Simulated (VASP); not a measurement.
# HfB (Fm-3m) in VASP: single point with PBE

Aim: the single point of HfB with PBE.

Everything below comes from runs of VASP 6.6.1. Logs are shortened: lines on timing, memory, paths and dates and some standing lists are left out, and cuts for length are marked.

**1. The cell of the first run**

The structure is cubic, space group Fm-3m (No. 225). The conventional cell has a = 4.834 Å, b = 4.834 Å, c = 4.834 Å, α = 90.00°, β = 90.00°, γ = 90.00°. Within 3.2 Å of Hf (site symmetry m-3m) lie 6 B at 2.42 Å. Within 3.2 Å of B (site symmetry m-3m) lie 6 Hf at 2.42 Å.

**2. Single point, PBE**

INCAR

```
SYSTEM = HfB
ALGO = Normal ; EDIFF = 1E-6
ENCUT = 520 ; GGA = PE
ISIF = 2 ; ISMEAR = 0
LASPH = .TRUE. ; LCHARG = .FALSE.
LREAL = .FALSE. ; LWAVE = .FALSE.
NBANDS = 14 ; NELM = 60
PREC = Accurate ; SIGMA = 0.1
```

KPOINTS

```
k-points
0
G
  12 12 12
  0 0 0
```

POSCAR

```
HfB
1.0
    3.4180103421      0.0000000000      0.0000000000
   -1.7090051710      2.9600837866      0.0000000000
    1.7090051710      0.9866945955      2.7907937579
Hf B
1 1
Direct
    0.0000000000      0.5000000000      0.5000000000
    0.0000000000      0.0000000000      0.0000000000
```

Potentials or basis: VASP PAW PBE potentials, release 64 (Hf_pv, B).

On the command line:

```console
$ cat potpaw_PBE.64/Hf_pv/POTCAR potpaw_PBE.64/B/POTCAR > POTCAR
$ mpirun -np 1 vasp_std > vasp.out
```

OUTCAR:

```text
SYSTEM = HfB
   EDIFF = 1E-6
   ENCUT = 520
   GGA = PE
   ISIF = 2
   ISMEAR = 0
   LASPH = .TRUE.
   LREAL = .FALSE.
   NELM = 60
   PREC = Accurate

 ion  position               nearest neighbor table
   1  0.000  0.500  0.500-   2 2.42   2 2.42   2 2.42   2 2.42   2 2.42   2 2.42
   2  0.000  0.000  0.000-   1 2.42   1 2.42   1 2.42   1 2.42   1 2.42   1 2.42

  LATTYP: Found a face centered cubic cell.
 ALAT       =     4.8337965821

  Lattice vectors:

 A1 = (  -3.4180103421,   0.0000000000,   0.0000000000)
 A2 = (  -1.7090051711,   0.9866945955,   2.7907937579)
 A3 = (  -1.7090051710,   2.9600837866,   0.0000000000)

Analysis of symmetry for initial positions (statically):
=====================================================================
 Subroutine PRICEL returns:
 Original cell was already a primitive cell.

 Routine SETGRP: Setting up the symmetry group for a
 face centered cubic supercell.

 Subroutine GETGRP returns: Found 48 space group operations
 (whereof 48 operations were pure point group operations)
 out of a pool of 48 trial point group operations.

The static configuration has the point symmetry O_h .

Analysis of symmetry for dynamics (positions and initial velocities):
=====================================================================
 Subroutine PRICEL returns:
 Original cell was already a primitive cell.

 Routine SETGRP: Setting up the symmetry group for a
 face centered cubic supercell.

 Subroutine GETGRP returns: Found 48 space group operations
 (whereof 48 operations were pure point group operations)
 out of a pool of 48 trial point group operations.

The dynamic configuration has the point symmetry O_h .

 Subroutine INISYM returns: Found 48 space group operations
 (whereof 48 operations are pure point group operations),
 and found     1 'primitive' translations

----------------------------------------------------------------------------------------

                                     Primitive cell

  volume of cell :      28.2361

  direct lattice vectors                    reciprocal lattice vectors
     3.418010342  0.000000000  0.000000000     0.292567868  0.168914138 -0.238880664
    -1.709005171  2.960083787  0.000000000     0.000000000  0.337828275 -0.119440332
     1.709005171  0.986694596  2.790793758     0.000000000  0.000000000  0.358320996

  length of vectors
     3.418010342  3.418010342  3.418010342     0.413753447  0.358320996  0.358320996

  position of ions in fractional coordinates (direct lattice)
     0.000000000  0.500000000  0.500000000
     0.000000000  0.000000000  0.000000000

  ion indices of the primitive-cell ions
   primitive index   ion index
                 1           1
                 2           2

----------------------------------------------------------------------------------------

 KPOINTS: k-points

Automatic generation of k-mesh.
 Grid dimensions read from file:
 generate k-points for:   12   12   12

 Generating k-lattice:

  Cartesian coordinates                     Fractional coordinates (reciprocal lattice)
     0.024380656  0.014076178 -0.019906722     0.083333333  0.000000000  0.000000000
     0.000000000  0.028152356 -0.009953361     0.000000000  0.083333333  0.000000000
     0.000000000  0.000000000  0.029860083     0.000000000  0.000000000  0.083333333

  Length of vectors
     0.034479454  0.029860083  0.029860083

  Shift w.r.t. Gamma in fractional coordinates (k-lattice)
     0.000000000  0.000000000  0.000000000

 Subroutine IBZKPT returns following result:
 ===========================================

 Found     72 irreducible k-points:

 Following reciprocal coordinates:
            Coordinates               Weight
  0.000000  0.000000  0.000000      1.000000
  0.083333  0.000000  0.000000      6.000000
  0.166667  0.000000  0.000000      6.000000
  0.250000  0.000000  0.000000      6.000000
  0.333333  0.000000  0.000000      6.000000
  0.416667  0.000000 -0.000000      6.000000
[... 16 lines left out ...]
  0.166667  0.250000  0.000000     24.000000
  0.250000  0.250000 -0.000000     24.000000
 [... further k-points ...]
   k-points           NKPTS =     72   k-points in BZ     NKDIM =     72   number of bands    NBANDS=     14
   number of dos      NEDOS =    301   number of ions     NIONS =      2
   total plane-waves  NPLWV =  21952
   dimension x,y,z NGX =    28 NGY =   28 NGZ =   28
   dimension x,y,z NGXF=    56 NGYF=   56 NGZF=   56
   ions per type =               1   1
   NGX,Y,Z   is equivalent  to a cutoff of  13.62, 13.62, 13.62 a.u.
   NGXF,Y,Z  is equivalent  to a cutoff of  27.24, 27.24, 27.24 a.u.
 SYSTEM =  HfB
   PREC   = accura    normal or accurate (medium, high low for compatibility)
   ISTART =      0    job   : 0-new  1-cont  2-samecut
   ICHARG =      2    charge: 1-file 2-atom 10-const
   ISPIN  =      1    spin polarized calculation?
   LNONCOLLINEAR =      F non collinear calculations
   LSORBIT =      F    spin-orbit coupling
   LASPH  =      T    aspherical Exc in radial PAW
   ENCUT  =  520.0 eV  38.22 Ry    6.18 a.u.   6.36  6.36  6.36*2*pi/ulx,y,z
   NELM   =     60;   NELMIN=  2; NELMDL= -5     # of ELM steps
   EDIFF  = 0.1E-05   stopping-criterion for ELM
   LREAL  =      F    real-space projection
   EDIFFG = 0.1E-04   stopping-criterion for IOM
   NSW    =      0    number of steps for IOM
   IBRION =     -1    ionic relax: 0-MD 1-quasi-New 2-CG
   NFREE  =      0    steps in history (QN), initial steepest desc. (CG)
   ISIF   =      2    stress and relaxation
   ISYM   =      2    0-nonsym 1-usesym 2-fastsym
   POTIM  = 0.5000    time-step for ionic-motion
   TEBEG  =    0.0;   TEEND  =   0.0 temperature during run
   PSTRESS=    0.0 pullay stress
   NELECT =      13.0000    total number of electrons
   NUPDOWN=      -1.0000    fix difference up-down
   EMIN   =  10.00;   EMAX   =-10.00  energy-range for DOS
   EFERMI =   0.00;   METHOD = LEGACY
   ISMEAR =     0;   SIGMA  =   0.10  broadening in eV -4-tet -1-fermi 0-gaus
   EFERMI_NEDOS =   21; number of points for ismear=-14 and -15
   IALGO  =     38    algorithm
   IMIX   =      4    mixing-type and parameters
     AMIX     =   0.40;   BMIX     =  1.00
     AMIX_MAG =   1.60;   BMIX_MAG =  1.00
  volume/ion in A,a.u.               =      14.12        95.27
  Fermi-wavevector in a.u.,A,eV,Ry     =   1.264118  2.388836 21.742029  1.597994
  Thomas-Fermi vector in A             =   2.397440
   LORBIT       =      0    0 simple, 1 ext, 2 COOP (PROOUT), +10 PAW based schemes
   GGA     = PE    functional components
   LHFCALC =     F    Hartree Fock is set to
   AEXX    =    0.0000 exact exchange contribution
   IVDW    =     0    specifies the selected vdW correction
   LEPSILON=     F    determine dielectric tensor
   LRPA    =     F    only Hartree local field effects (RPA)
 non-spin polarized calculation
 Gauss-broadening in eV      SIGMA  =   0.10
  energy-cutoff  :      520.00
  volume of cell :       28.24
 maximum number of plane-waves:       778
 NGX is ok and might be reduce to    28
   NGX = 13   NGY = 13   NGZ = 13

 number of electron      13.0000001 magnetization

 Free energy of the ion-electron system (eV)
  ---------------------------------------------------
  ext. energy  EPLUGINS =         0.00000000
  ---------------------------------------------------
  free energy    TOTEN  =       -17.46861632 eV

  energy without entropy =      -17.46537329  energy(sigma->0) =      -17.46699481

 E-fermi :   4.3148     XC(G=0): -11.6687

 val. band max:        4.2800748023   @ k =   0.2500   0.2500  -0.0000
 cond. band min:       4.3226470026   @ k =   0.0000   0.2500   0.0000
 fundamental gap:      0.0425722003
 Fermi energy:         4.3148037985

 k-point     1 :       0.0000    0.0000    0.0000
  band No.  band energies     occupation
      1     -24.7285      2.00000
      2     -24.7285      2.00000
      3     -24.7285      2.00000
      4      -4.8350      2.00000
      5       6.3378      0.00000
      6       6.3378      0.00000
      7       6.3378      0.00000
      8       7.8588      0.00000
      9       7.8588      0.00000
     10       7.8588      0.00000
     11       8.0024      0.00000
     12       8.0024      0.00000
     13      15.2930      0.00000
     14      15.4418      0.00000

 k-point     2 :       0.0833    0.0000    0.0000
  band No.  band energies     occupation
      1     -24.7571      2.00000
      2     -24.7392      2.00000
      3     -24.7392      2.00000
      4      -4.6105      2.00000
      5       5.7667      0.00000
      6       6.0410      0.00000
      7       6.0410      0.00000
      8       6.0513      0.00000
      9       8.0964      0.00000
     10       8.4544      0.00000
     11       8.4544      0.00000
     12      10.1499      0.00000
     13      15.6554      0.00000
     14      16.0120      0.00000

 k-point     3 :       0.1667    0.0000    0.0000
  band No.  band energies     occupation
      1     -24.8338      2.00000
      2     -24.7682      2.00000
      3     -24.7682      2.00000
      4      -3.9834      2.00000
      5       3.9403      2.00000
      6       5.3844      0.00000
      7       5.7115      0.00000
      8       5.7115      0.00000
      9       8.3640      0.00000
     10       9.5949      0.00000
     11       9.5949      0.00000
     12      12.0201      0.00000
     13      16.7683      0.00000
     14      17.5011      0.00000
[... 324 lines left out ...]
 k-point    23 :       0.1667    0.2500    0.0000
  band No.  band energies     occupation
      1     -25.0745      2.00000
      2     -24.8218      2.00000
      3     -24.8074      2.00000
      4      -1.8674      2.00000
      5       1.5929      2.00000
      6       3.3314      2.00000
      7       4.1043      1.99709
      8       7.4672      0.00000
      9       9.9675      0.00000
     10      10.6167      0.00000
     11      13.0766      0.00000
     12      14.4178      0.00000
     13      16.5933      0.00000
     14      17.7453      0.00000

 k-point    24 :       0.2500    0.2500   -0.0000
  band No.  band energies     occupation
      1     -25.0876      2.00000
      2     -24.8961      2.00000
      3     -24.8325      2.00000
      4      -1.3919      2.00000
      5       1.5528      2.00000
      6       3.1505      2.00000
      7       4.2801      1.37667
      8       7.2879      0.00000
      9      10.3742      0.00000
     10      10.8178      0.00000
     11      12.8772      0.00000
     12      14.4237      0.00000
     13      15.9799      0.00000
     14      17.5764      0.00000

 [... further k-points ...]

------------------------ aborting loop because EDIFF is reached ----------------------------------------

  FORCE on cell =-STRESS in cart. coord.  units (eV):
  Direction    XX          YY          ZZ          XY          YZ          ZX
  --------------------------------------------------------------------------------------
  -------------------------------------------------------------------------------------
  Total        0.0022836      0.0022836      0.0022836      0.0000000     -0.0000000     -0.0000000
  in kB        0.1295754      0.1295754      0.1295754      0.0000000     -0.0000000     -0.0000000
  external PRESSURE =       0.1295754 kB  Pullay stress =       0.0000000 kB

 VOLUME and BASIS-vectors are now :
 -----------------------------------------------------------------------------
  energy-cutoff  :      520.00
  volume of cell :       28.24
      direct lattice vectors                 reciprocal lattice vectors
     3.418010342  0.000000000  0.000000000     0.292567868  0.168914138 -0.238880664
    -1.709005171  2.960083787  0.000000000     0.000000000  0.337828275 -0.119440332
     1.709005171  0.986694596  2.790793758     0.000000000  0.000000000  0.358320996

 POSITION                                       TOTAL-FORCE (eV/Angst)
 -----------------------------------------------------------------------------------
      0.00000      1.97339      1.39540        -0.000000     -0.000000      0.000000
      0.00000      0.00000      0.00000         0.000000      0.000000      0.000000
 -----------------------------------------------------------------------------------
    total drift:                               -0.000000      0.000000      0.000000

  FREE ENERGIE OF THE ION-ELECTRON SYSTEM (eV)
  ---------------------------------------------------
  free  energy   TOTEN  =       -17.4686163175 eV

  energy  without entropy=      -17.4653732938  energy(sigma->0) =      -17.46699481
```

Run time: 16 s. Hardware: 1 thread of Intel Xeon 6975P-C, shared host; peak memory 0.17 GiB.

Results:

| Quantity | Value |
| --- | --- |
| Free energy | -17.4686 eV |
| Pressure | 0.0 GPa |

Caveat: spin-orbit coupling is left out, which moves the levels of the heavy elements.
